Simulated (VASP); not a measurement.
# BiTe (Fm-3m) in VASP: settings compared, part 2 of 2

VASP 6.6.1. The steps go on from the part before.

## Step 3: Single point, HF

This run uses another cell than the first one, of 35.17 Å³/atom.

POSCAR

```
BiTe
1.0
    0.0000000000      3.2764386463      3.2764386463
    3.2764386463      0.0000000000      3.2764386463
    3.2764386463      3.2764386463      0.0000000000
Bi Te
1 1
Direct
    0.0000000000      0.0000000000      0.0000000000
    0.5000000000      0.5000000000      0.5000000000
```

INCAR.step1

```
SYSTEM = BiTe
ALGO = Normal
EDIFF = 1E-5
ENCUT = 520
GGA = PE
ISIF = 2
ISMEAR = -1
LASPH = .TRUE.
LREAL = .FALSE.
LWAVE = .TRUE.
NBANDS = 18
NELM = 80
PREC = Accurate
SIGMA = 0.05
```

INCAR.step2

```
SYSTEM = BiTe
AEXX = 1.0
AGGAC = 0.0
ALDAC = 0.0
ALGO = Normal
EDIFF = 1E-7
ENCUT = 520
GGA = PE
ISIF = 2
ISMEAR = -1
ISTART = 1
LASPH = .TRUE.
LCHARG = .TRUE.
LELF = .TRUE.
LHFCALC = .TRUE.
LREAL = .FALSE.
LVHAR = .TRUE.
LWAVE = .FALSE.
NBANDS = 18
NELM = 80
PREC = Accurate
PRECFOCK = Normal
SIGMA = 0.05
```

KPOINTS

```
k-points
0
G
  4 4 4
  0 0 0
```

Potentials or basis: VASP PAW PBE potentials, release 64 (Bi_d, Te).

Command:

```console
$ cat potpaw_PBE.64/Bi_d/POTCAR potpaw_PBE.64/Te/POTCAR > POTCAR
$ cp INCAR.step1 INCAR
$ mpirun -np 1 vasp_std > vasp.out
$ cp INCAR.step2 INCAR
$ mpirun -np 1 vasp_std > vasp.out
```

OUTCAR:

```text
SYSTEM = BiTe
   AEXX = 1.0
   EDIFF = 1E-7
   ENCUT = 520
   GGA = PE
   ISIF = 2
   ISMEAR = -1
   ISTART = 1
   LASPH = .TRUE.
   LHFCALC = .TRUE.
   LREAL = .FALSE.
   NELM = 80
   PREC = Accurate
   PRECFOCK = Normal

 ion  position               nearest neighbor table
   1  0.000  0.000  0.000-   2 3.28   2 3.28   2 3.28   2 3.28   2 3.28   2 3.28
   2  0.500  0.500  0.500-   1 3.28   1 3.28   1 3.28   1 3.28   1 3.28   1 3.28

  LATTYP: Found a face centered cubic cell.
 ALAT       =     6.5528772926

  Lattice vectors:

 A1 = (   0.0000000000,   3.2764386463,   3.2764386463)
 A2 = (   3.2764386463,   0.0000000000,   3.2764386463)
 A3 = (   3.2764386463,   3.2764386463,   0.0000000000)

Analysis of symmetry for initial positions (statically):
=====================================================================
 Subroutine PRICEL returns:
 Original cell was already a primitive cell.

 Routine SETGRP: Setting up the symmetry group for a
 face centered cubic supercell.

 Subroutine GETGRP returns: Found 48 space group operations
 (whereof 48 operations were pure point group operations)
 out of a pool of 48 trial point group operations.

The static configuration has the point symmetry O_h .

Analysis of symmetry for dynamics (positions and initial velocities):
=====================================================================
 Subroutine PRICEL returns:
 Original cell was already a primitive cell.

 Routine SETGRP: Setting up the symmetry group for a
 face centered cubic supercell.

 Subroutine GETGRP returns: Found 48 space group operations
 (whereof 48 operations were pure point group operations)
 out of a pool of 48 trial point group operations.

The dynamic configuration has the point symmetry O_h .

 Subroutine INISYM returns: Found 48 space group operations
 (whereof 48 operations are pure point group operations),
 and found     1 'primitive' translations

----------------------------------------------------------------------------------------

                                     Primitive cell

  volume of cell :      70.3455

  direct lattice vectors                    reciprocal lattice vectors
     0.000000000  3.276438646  3.276438646    -0.152604719  0.152604719  0.152604719
     3.276438646  0.000000000  3.276438646     0.152604719 -0.152604719  0.152604719
     3.276438646  3.276438646  0.000000000     0.152604719  0.152604719 -0.152604719

  length of vectors
     4.633583970  4.633583970  4.633583970     0.264319127  0.264319127  0.264319127

  position of ions in fractional coordinates (direct lattice)
     0.000000000  0.000000000  0.000000000
     0.500000000  0.500000000  0.500000000

  ion indices of the primitive-cell ions
   primitive index   ion index
                 1           1
                 2           2

----------------------------------------------------------------------------------------

 KPOINTS: k-points

Automatic generation of k-mesh.
 Grid dimensions read from file:
 generate k-points for:    4    4    4

 Generating k-lattice:

  Cartesian coordinates                     Fractional coordinates (reciprocal lattice)
    -0.038151180  0.038151180  0.038151180     0.250000000  0.000000000  0.000000000
     0.038151180 -0.038151180  0.038151180     0.000000000  0.250000000  0.000000000
     0.038151180  0.038151180 -0.038151180     0.000000000  0.000000000  0.250000000

  Length of vectors
     0.066079782  0.066079782  0.066079782

  Shift w.r.t. Gamma in fractional coordinates (k-lattice)
     0.000000000  0.000000000  0.000000000

 Subroutine IBZKPT returns following result:
 ===========================================

 Found      8 irreducible k-points:

 Following reciprocal coordinates:
            Coordinates               Weight
  0.000000  0.000000  0.000000      1.000000
  0.250000  0.000000  0.000000      8.000000
  0.500000  0.000000  0.000000      4.000000
  0.250000  0.250000  0.000000      6.000000
  0.500000  0.250000  0.000000     24.000000
 -0.250000  0.250000  0.000000     12.000000
  0.500000  0.500000  0.000000      3.000000
 -0.250000  0.500000  0.250000      6.000000
   k-points           NKPTS =      8   k-points in BZ     NKDIM =     64   number of bands    NBANDS=     18
   number of dos      NEDOS =    301   number of ions     NIONS =      2
   total plane-waves  NPLWV =  46656
   dimension x,y,z NGX =    36 NGY =   36 NGZ =   36
   dimension x,y,z NGXF=    72 NGYF=   72 NGZF=   72
   ions per type =               1   1
   NGX,Y,Z   is equivalent  to a cutoff of  12.92, 12.92, 12.92 a.u.
   NGXF,Y,Z  is equivalent  to a cutoff of  25.83, 25.83, 25.83 a.u.
 SYSTEM =  BiTe
   PREC   = accura    normal or accurate (medium, high low for compatibility)
   ISTART =      1    job   : 0-new  1-cont  2-samecut
   ICHARG =      0    charge: 1-file 2-atom 10-const
   ISPIN  =      1    spin polarized calculation?
   LNONCOLLINEAR =      F non collinear calculations
   LSORBIT =      F    spin-orbit coupling
   LASPH  =      T    aspherical Exc in radial PAW
   ENCUT  =  520.0 eV  38.22 Ry    6.18 a.u.   8.62  8.62  8.62*2*pi/ulx,y,z
   NELM   =     80;   NELMIN=  2; NELMDL=  0     # of ELM steps
   EDIFF  = 0.1E-06   stopping-criterion for ELM
   LREAL  =      F    real-space projection
   EDIFFG = 0.1E-05   stopping-criterion for IOM
   NSW    =      0    number of steps for IOM
   IBRION =     -1    ionic relax: 0-MD 1-quasi-New 2-CG
   NFREE  =      0    steps in history (QN), initial steepest desc. (CG)
   ISIF   =      2    stress and relaxation
   ISYM   =      3    0-nonsym 1-usesym 2-fastsym
   POTIM  = 0.5000    time-step for ionic-motion
   TEBEG  =    0.0;   TEEND  =   0.0 temperature during run
   PSTRESS=    0.0 pullay stress
   NELECT =      21.0000    total number of electrons
   NUPDOWN=      -1.0000    fix difference up-down
   EMIN   =  10.00;   EMAX   =-10.00  energy-range for DOS
   EFERMI =   0.00;   METHOD = LEGACY
   ISMEAR =    -1;   SIGMA  =   0.05  broadening in eV -4-tet -1-fermi 0-gaus
   EFERMI_NEDOS =   21; number of points for ismear=-14 and -15
   IALGO  =     38    algorithm
   IMIX   =      1    mixing-type and parameters
     AMIX     =   0.40;   BMIX     =  1.00
     AMIX_MAG =   1.60;   BMIX_MAG =  1.00
  volume/ion in A,a.u.               =      35.17       237.36
  Fermi-wavevector in a.u.,A,eV,Ry     =   1.094131  2.067607 16.287835  1.197122
  Thomas-Fermi vector in A             =   2.230430
   LORBIT       =      0    0 simple, 1 ext, 2 COOP (PROOUT), +10 PAW based schemes
   GGA     = PE    functional components
   LHFCALC =     T    Hartree Fock is set to
   PRECFOCK=normal    Normal, Fast or Accurate (Low or Medium for compatibility)
   ENCUT4O =  -1.0   cutoff for four orbital integrals eV
   NKREDX  =     1    reduce k-point grid by
   NKREDY  =     1    reduce k-point grid by
   NKREDZ  =     1    reduce k-point grid by
   AEXX    =    1.0000 exact exchange contribution
   HFSCREEN=    0.0000 screening length (either q_TF or 0.3 A-1)
   HFSCREENC=   0.0000 screening length for correlation (either q_TF or 0.3 A-1)
   ENCUTFOCK=  -1.0 apply spherical cutoff to Coloumb kernel
   IVDW    =     0    specifies the selected vdW correction
   LEPSILON=     F    determine dielectric tensor
   LRPA    =     F    only Hartree local field effects (RPA)
 non-spin polarized calculation
  energy-cutoff  :      520.00
  volume of cell :       70.35
 maximum number of plane-waves:      1924
 NGX is ok and might be reduce to    36
  NGX = 28; NGY = 28; NGZ = 28

 number of electron      20.9999994 magnetization

 Free energy of the ion-electron system (eV)
  ---------------------------------------------------
  ext. energy  EPLUGINS =         0.00000000
  ---------------------------------------------------
  free energy    TOTEN  =       -16.95184238 eV

  energy without entropy =      -16.94339436  energy(sigma->0) =      -16.94761837

 E-fermi :   7.9114     XC(G=0):   0.0000

 val. band max:        5.9124999785   @ k =  -0.2500   0.2500   0.0000
 cond. band min:       7.9919105365   @ k =  -0.2500   0.2500   0.0000
 fundamental gap:      2.0794105580
 Fermi energy:         7.9114386409

 k-point     1 :       0.0000    0.0000    0.0000
  band No.  band energies     occupation
      1     -26.3668      2.00000
      2     -26.3668      2.00000
      3     -26.3347      2.00000
      4     -26.3347      2.00000
      5     -26.3347      2.00000
      6     -13.4768      2.00000
[... 145 lines left out ...]
      5     -26.3263      2.00000
      6     -10.3437      2.00000
[... 10 lines left out ...]
     17      20.8184      0.00000
     18      22.5092      0.00000

------------------------ aborting loop because EDIFF is reached ----------------------------------------

  FORCE on cell =-STRESS in cart. coord.  units (eV):
  Direction    XX          YY          ZZ          XY          YZ          ZX
  --------------------------------------------------------------------------------------
  -------------------------------------------------------------------------------------
  Total       -1.0371107     -1.0371107     -1.0371107      0.0000000     -0.0000000     -0.0000000
  in kB      -23.6210716    -23.6210716    -23.6210716      0.0000000     -0.0000000     -0.0000000
  external PRESSURE =     -23.6210716 kB  Pullay stress =       0.0000000 kB

 VOLUME and BASIS-vectors are now :
 -----------------------------------------------------------------------------
  energy-cutoff  :      520.00
  volume of cell :       70.35
      direct lattice vectors                 reciprocal lattice vectors
     0.000000000  3.276438646  3.276438646    -0.152604719  0.152604719  0.152604719
     3.276438646  0.000000000  3.276438646     0.152604719 -0.152604719  0.152604719
     3.276438646  3.276438646  0.000000000     0.152604719  0.152604719 -0.152604719

 POSITION                                       TOTAL-FORCE (eV/Angst)
 -----------------------------------------------------------------------------------
      0.00000      0.00000      0.00000        -0.000000     -0.000000     -0.000000
      3.27644      3.27644      3.27644         0.000000      0.000000      0.000000
 -----------------------------------------------------------------------------------
    total drift:                               -0.000000      0.000000      0.000000

  FREE ENERGIE OF THE ION-ELECTRON SYSTEM (eV)
  ---------------------------------------------------
  free  energy   TOTEN  =       -16.9518423819 eV

  energy  without entropy=      -16.9433943592  energy(sigma->0) =      -16.94761837
```

Wall time 17 min (1 thread of Intel Xeon 6975P-C (Granite Rapids), shared host); peak memory 0.22 GiB.

Results:

```
Free energy            : -16.9518 eV
Pressure               : -2.4 GPa
Band gap on the k mesh : zero (an odd number of electrons rules out a gap without spin polarisation)
```

Levels at points of the mesh, in eV from the Fermi level:
| k point | band 7 | band 8 | band 9 | band 10 | band 11 | band 12 | band 13 | band 14 |
| --- | --- | --- | --- | --- | --- | --- | --- | --- |
| (0.00, 0.00, 0.00) | -13.28 | -6.77 | -6.77 | -6.77 | 4.34 | 4.34 | 4.34 | 7.24 |
| (0.50, 0.00, 0.00) | -18.03 | -5.74 | -5.74 | -4.68 | -2.58 | -2.52 | -2.52 | 10.49 |
| (0.50, 0.50, 0.00) | -16.13 | -11.01 | -8.80 | -8.80 | 4.35 | 6.09 | 6.09 | 7.96 |

Caveat: the k points lie up to 0.42 Å⁻¹ apart, too coarse for converged energies and pressures of a metal; the PAW data sets were made with another functional, which shifts forces and pressure a little; spin-orbit coupling is left out, which moves the levels of the heavy elements; an odd number of electrons without spin polarisation forces a metal; a magnetic or distorted state may lie lower.

The gap in the log of VASP goes by the Fermi energy; the results here count the filled bands.